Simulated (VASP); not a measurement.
# Zn (Pm-3m) in VASP: single point with PBE

Aim: the single point of Zn with PBE.

Program: VASP 6.6.1. These are calculated values, not measurements. Logs are shortened: lines on timing, memory, paths and dates and some standing lists are left out, and cuts for length are marked.

### 1 The cell of the first run

The structure is cubic, space group Pm-3m (No. 221). The conventional cell has a = 4.873 Å, b = 4.873 Å, c = 4.873 Å, α = 90.00°, β = 90.00°, γ = 90.00°.

This isn't the form of Zn at room conditions, which is hcp.

### 2 Single point, PBE

File INCAR:

```
PREC = Accurate ; ENCUT = 500
EDIFF = 1E-6 ; ISMEAR = -1
SIGMA = 0.05 ; LREAL = False
LASPH = True ; NELM = 120
ALGO = Normal ; ISIF = 2
LWAVE = False ; LCHARG = False
GGA = PE ; NBANDS = 12
GGA_COMPAT = False
```

File KPOINTS:

```
Automatic mesh
0
Gamma
  5 5 5
```

File POSCAR:

```
Zn
1.0
    4.8731640000      0.0000000000      0.0000000000
    0.0000000000      4.8731640000      0.0000000000
    0.0000000000      0.0000000000      4.8731640000
Zn
1
Direct
    0.0000000000      0.0000000000      0.0000000000
```

Potentials or basis: VASP PAW PBE potentials, release 64 (Zn).

The run is started by

```bash
$ cat potpaw_PBE.64/Zn/POTCAR > POTCAR
$ mpirun -np 1 vasp_std > vasp.out
```

OUTCAR:

```text
PREC = Accurate
   ENCUT = 500
   EDIFF = 1E-6
   ISMEAR = -1
   LREAL = False
   LASPH = True
   NELM = 120
   ISIF = 2
   GGA = PE

 ion  position               nearest neighbor table
   1  0.000  0.000  0.000-

  LATTYP: Found a simple cubic cell.
 ALAT       =     4.8731640000

  Lattice vectors:

 A1 = (   4.8731640000,   0.0000000000,   0.0000000000)
 A2 = (   0.0000000000,   4.8731640000,   0.0000000000)
 A3 = (   0.0000000000,   0.0000000000,   4.8731640000)

Analysis of symmetry for initial positions (statically):
=====================================================================
 Subroutine PRICEL returns:
 Original cell was already a primitive cell.

 Routine SETGRP: Setting up the symmetry group for a
 simple cubic supercell.

 Subroutine GETGRP returns: Found 48 space group operations
 (whereof 48 operations were pure point group operations)
 out of a pool of 48 trial point group operations.

The static configuration has the point symmetry O_h .

Analysis of symmetry for dynamics (positions and initial velocities):
=====================================================================
 Subroutine PRICEL returns:
 Original cell was already a primitive cell.

 Routine SETGRP: Setting up the symmetry group for a
 simple cubic supercell.

 Subroutine GETGRP returns: Found 48 space group operations
 (whereof 48 operations were pure point group operations)
 out of a pool of 48 trial point group operations.

The dynamic configuration has the point symmetry O_h .

 Subroutine INISYM returns: Found 48 space group operations
 (whereof 48 operations are pure point group operations),
 and found     1 'primitive' translations

----------------------------------------------------------------------------------------

                                     Primitive cell

  volume of cell :     115.7266

  direct lattice vectors                    reciprocal lattice vectors
     4.873164000  0.000000000  0.000000000     0.205205489  0.000000000  0.000000000
     0.000000000  4.873164000  0.000000000     0.000000000  0.205205489  0.000000000
     0.000000000  0.000000000  4.873164000     0.000000000  0.000000000  0.205205489

  length of vectors
     4.873164000  4.873164000  4.873164000     0.205205489  0.205205489  0.205205489

  position of ions in fractional coordinates (direct lattice)
     0.000000000  0.000000000  0.000000000

  ion indices of the primitive-cell ions
   primitive index   ion index
                 1           1

----------------------------------------------------------------------------------------

 KPOINTS: Automatic mesh

Automatic generation of k-mesh.
 Grid dimensions read from file:
 generate k-points for:    5    5    5

 Generating k-lattice:

  Cartesian coordinates                     Fractional coordinates (reciprocal lattice)
     0.041041098  0.000000000  0.000000000     0.200000000  0.000000000  0.000000000
     0.000000000  0.041041098  0.000000000     0.000000000  0.200000000  0.000000000
     0.000000000  0.000000000  0.041041098     0.000000000  0.000000000  0.200000000

  Length of vectors
     0.041041098  0.041041098  0.041041098

  Shift w.r.t. Gamma in fractional coordinates (k-lattice)
     0.000000000  0.000000000  0.000000000

 Subroutine IBZKPT returns following result:
 ===========================================

 Found     10 irreducible k-points:

 Following reciprocal coordinates:
            Coordinates               Weight
  0.000000  0.000000  0.000000      1.000000
  0.200000  0.000000  0.000000      6.000000
  0.400000  0.000000  0.000000      6.000000
  0.200000  0.200000  0.000000     12.000000
  0.400000  0.200000  0.000000     24.000000
  0.400000  0.400000  0.000000     12.000000
  0.200000  0.200000  0.200000      8.000000
  0.400000  0.200000  0.200000     24.000000
  0.400000  0.400000  0.200000     24.000000
  0.400000  0.400000  0.400000      8.000000
   k-points           NKPTS =     10   k-points in BZ     NKDIM =     10   number of bands    NBANDS=     12
   number of dos      NEDOS =    301   number of ions     NIONS =      1
   total plane-waves  NPLWV =  46656
   dimension x,y,z NGX =    36 NGY =   36 NGZ =   36
   dimension x,y,z NGXF=    72 NGYF=   72 NGZF=   72
   ions per type =               1
   NGX,Y,Z   is equivalent  to a cutoff of  12.28, 12.28, 12.28 a.u.
   NGXF,Y,Z  is equivalent  to a cutoff of  24.56, 24.56, 24.56 a.u.
 SYSTEM =  unknown system
   PREC   = accura    normal or accurate (medium, high low for compatibility)
   ISTART =      0    job   : 0-new  1-cont  2-samecut
   ICHARG =      2    charge: 1-file 2-atom 10-const
   ISPIN  =      1    spin polarized calculation?
   LNONCOLLINEAR =      F non collinear calculations
   LSORBIT =      F    spin-orbit coupling
   LASPH  =      T    aspherical Exc in radial PAW
   ENCUT  =  500.0 eV  36.75 Ry    6.06 a.u.   8.88  8.88  8.88*2*pi/ulx,y,z
   NELM   =    120;   NELMIN=  2; NELMDL= -5     # of ELM steps
   EDIFF  = 0.1E-05   stopping-criterion for ELM
   LREAL  =      F    real-space projection
   EDIFFG = 0.1E-04   stopping-criterion for IOM
   NSW    =      0    number of steps for IOM
   IBRION =     -1    ionic relax: 0-MD 1-quasi-New 2-CG
   NFREE  =      0    steps in history (QN), initial steepest desc. (CG)
   ISIF   =      2    stress and relaxation
   ISYM   =      2    0-nonsym 1-usesym 2-fastsym
   POTIM  = 0.5000    time-step for ionic-motion
   TEBEG  =    0.0;   TEEND  =   0.0 temperature during run
   PSTRESS=    0.0 pullay stress
   NELECT =      12.0000    total number of electrons
   NUPDOWN=      -1.0000    fix difference up-down
   EMIN   =  10.00;   EMAX   =-10.00  energy-range for DOS
   EFERMI =   0.00;   METHOD = LEGACY
   ISMEAR =    -1;   SIGMA  =   0.05  broadening in eV -4-tet -1-fermi 0-gaus
   EFERMI_NEDOS =   21; number of points for ismear=-14 and -15
   IALGO  =     38    algorithm
   IMIX   =      4    mixing-type and parameters
     AMIX     =   0.40;   BMIX     =  1.00
     AMIX_MAG =   1.60;   BMIX_MAG =  1.00
  volume/ion in A,a.u.               =     115.73       780.96
  Fermi-wavevector in a.u.,A,eV,Ry     =   0.769114  1.453415  8.048347  0.591537
  Thomas-Fermi vector in A             =   1.870033
   LORBIT       =      0    0 simple, 1 ext, 2 COOP (PROOUT), +10 PAW based schemes
   GGA     = PE    functional components
   LHFCALC =     F    Hartree Fock is set to
   AEXX    =    0.0000 exact exchange contribution
   IVDW    =     0    specifies the selected vdW correction
   LEPSILON=     F    determine dielectric tensor
   LRPA    =     F    only Hartree local field effects (RPA)
 non-spin polarized calculation
  energy-cutoff  :      500.00
  volume of cell :      115.73
 maximum number of plane-waves:      2952
 NGX is ok and might be reduce to    36
   NGX = 17   NGY = 17   NGZ = 17

 number of electron      12.0000010 magnetization

 Free energy of the ion-electron system (eV)
  ---------------------------------------------------
  ext. energy  EPLUGINS =         0.00000000
  ---------------------------------------------------
  free energy    TOTEN  =        -0.04598826 eV

  energy without entropy =       -0.04598826  energy(sigma->0) =       -0.04598826

 E-fermi :  -3.4836     XC(G=0):  -3.8403

 val. band max:       -4.5740794242   @ k =   0.4000   0.4000   0.4000
 cond. band min:      -1.2812364214   @ k =   0.4000   0.0000   0.0000
 fundamental gap:      3.2928430028
 Fermi energy:        -3.4835525048

 k-point     1 :       0.0000    0.0000    0.0000
  band No.  band energies     occupation
      1      -9.1921      2.00000
      2      -9.1921      2.00000
      3      -9.1784      2.00000
      4      -9.1784      2.00000
      5      -9.1784      2.00000
      6      -5.6115      2.00000
      7       1.1859      0.00000
      8       1.1859      0.00000
      9       1.1859      0.00000
     10       1.8193      0.00000
     11       3.9211      0.00000
     12       3.9211      0.00000

 k-point     2 :       0.2000    0.0000    0.0000
  band No.  band energies     occupation
      1      -9.1919      2.00000
      2      -9.1880      2.00000
      3      -9.1796      2.00000
      4      -9.1796      2.00000
      5      -9.1782      2.00000
      6      -5.4837      2.00000
      7      -0.1540      0.00000
      8       1.3128      0.00000
      9       1.3128      0.00000
     10       2.5398      0.00000
     11       4.1385      0.00000
     12       5.1040      0.00000

 k-point     3 :       0.4000    0.0000    0.0000
  band No.  band energies     occupation
      1      -9.1916      2.00000
      2      -9.1817      2.00000
      3      -9.1817      2.00000
      4      -9.1814      2.00000
      5      -9.1781      2.00000
      6      -5.2344      2.00000
      7      -1.2812      0.00000
      8       1.5549      0.00000
      9       1.5549      0.00000
     10       3.2304      0.00000
     11       4.6921      0.00000
     12       4.8643      0.00000

 k-point     4 :       0.2000    0.2000    0.0000
  band No.  band energies     occupation
      1      -9.1898      2.00000
      2      -9.1857      2.00000
      3      -9.1810      2.00000
      4      -9.1795      2.00000
      5      -9.1795      2.00000
      6      -5.3589      2.00000
      7      -0.1416      0.00000
      8       0.2196      0.00000
      9       1.4358      0.00000
     10       3.2266      0.00000
     11       4.5703      0.00000
     12       5.5682      0.00000

 k-point     5 :       0.4000    0.2000    0.0000
  band No.  band energies     occupation
      1      -9.1889      2.00000
      2      -9.1833      2.00000
      3      -9.1815      2.00000
      4      -9.1796      2.00000
      5      -9.1793      2.00000
      6      -5.1166      2.00000
      7      -1.1011      0.00000
      8       0.4022      0.00000
      9       1.6686      0.00000
     10       3.4176      0.00000
     11       4.0465      0.00000
     12       5.7839      0.00000

 k-point     6 :       0.4000    0.4000    0.0000
  band No.  band energies     occupation
      1      -9.1863      2.00000
      2      -9.1859      2.00000
      3      -9.1813      2.00000
      4      -9.1813      2.00000
      5      -9.1749      2.00000
      6      -4.8908      2.00000
      7      -0.7473      0.00000
      8      -0.6471      0.00000
      9       1.8797      0.00000
     10       2.1787      0.00000
     11       4.6621      0.00000
     12       6.3203      0.00000

 k-point     7 :       0.2000    0.2000    0.2000
  band No.  band energies     occupation
      1      -9.1855      2.00000
      2      -9.1855      2.00000
      3      -9.1810      2.00000
      4      -9.1808      2.00000
      5      -9.1808      2.00000
      6      -5.2369      2.00000
      7      -0.0941      0.00000
      8       0.3725      0.00000
      9       0.3725      0.00000
     10       3.8555      0.00000
     11       5.2352      0.00000
     12       5.2352      0.00000

 k-point     8 :       0.4000    0.2000    0.2000
  band No.  band energies     occupation
      1      -9.1852      2.00000
      2      -9.1832      2.00000
      3      -9.1831      2.00000
      4      -9.1807      2.00000
      5      -9.1787      2.00000
      6      -5.0013      2.00000
      7      -0.9246      0.00000
      8       0.4412      0.00000
      9       0.6821      0.00000
     10       3.3776      0.00000
     11       4.1963      0.00000
     12       5.0627      0.00000

 k-point     9 :       0.4000    0.4000    0.2000
  band No.  band energies     occupation
      1      -9.1857      2.00000
      2      -9.1829      2.00000
      3      -9.1829      2.00000
      4      -9.1818      2.00000
      5      -9.1748      2.00000
      6      -4.7812      2.00000
      7      -0.5812      0.00000
      8      -0.4845      0.00000
      9       0.8656      0.00000
     10       2.3953      0.00000
     11       4.3116      0.00000
     12       4.5215      0.00000

 k-point    10 :       0.4000    0.4000    0.4000
  band No.  band energies     occupation
      1      -9.1854      2.00000
      2      -9.1854      2.00000
      3      -9.1854      2.00000
      4      -9.1747      2.00000
      5      -9.1747      2.00000
      6      -4.5741      2.00000
      7      -0.2565      0.00000
      8      -0.1485      0.00000
      9      -0.1485      0.00000
     10       2.7928      0.00000
     11       3.2327      0.00000
     12       3.2327      0.00000

------------------------ aborting loop because EDIFF is reached ----------------------------------------

  FORCE on cell =-STRESS in cart. coord.  units (eV):
  Direction    XX          YY          ZZ          XY          YZ          ZX
  --------------------------------------------------------------------------------------
  -------------------------------------------------------------------------------------
  Total       -0.0681644     -0.0681644     -0.0681644      0.0000000      0.0000000     -0.0000000
  in kB       -0.9437030     -0.9437030     -0.9437030      0.0000000      0.0000000     -0.0000000
  external PRESSURE =      -0.9437030 kB  Pullay stress =       0.0000000 kB

 VOLUME and BASIS-vectors are now :
 -----------------------------------------------------------------------------
  energy-cutoff  :      500.00
  volume of cell :      115.73
      direct lattice vectors                 reciprocal lattice vectors
     4.873164000  0.000000000  0.000000000     0.205205489  0.000000000  0.000000000
     0.000000000  4.873164000  0.000000000     0.000000000  0.205205489  0.000000000
     0.000000000  0.000000000  4.873164000     0.000000000  0.000000000  0.205205489

 POSITION                                       TOTAL-FORCE (eV/Angst)
 -----------------------------------------------------------------------------------
      0.00000      0.00000      0.00000         0.000000      0.000000      0.000000
 -----------------------------------------------------------------------------------
    total drift:                               -0.000000     -0.000000     -0.000000

  FREE ENERGIE OF THE ION-ELECTRON SYSTEM (eV)
  ---------------------------------------------------
  free  energy   TOTEN  =        -0.0459882583 eV

  energy  without entropy=       -0.0459882583  energy(sigma->0) =       -0.04598826
```

Wall time 15 s (1 thread of AMD EPYC 7R43 (Zen 3), shared host); peak memory 0.16 GiB.

Results:

| Quantity | Value |
| --- | --- |
| Free energy | -0.0460 eV |
| Pressure | -0.1 GPa |
| Band gap on the k mesh | 3.29 eV (least direct gap 3.95 eV) |

Levels at points of the mesh, in eV from the valence-band top:
```csv
k point,band 4,band 5,band 6,band 7,band 8,band 9
"(0.00, 0.00, 0.00)",-4.60,-4.60,-1.04,5.76,5.76,5.76
```

Caveat: an odd mesh through Γ misses points on the zone boundary, where band edges can lie.
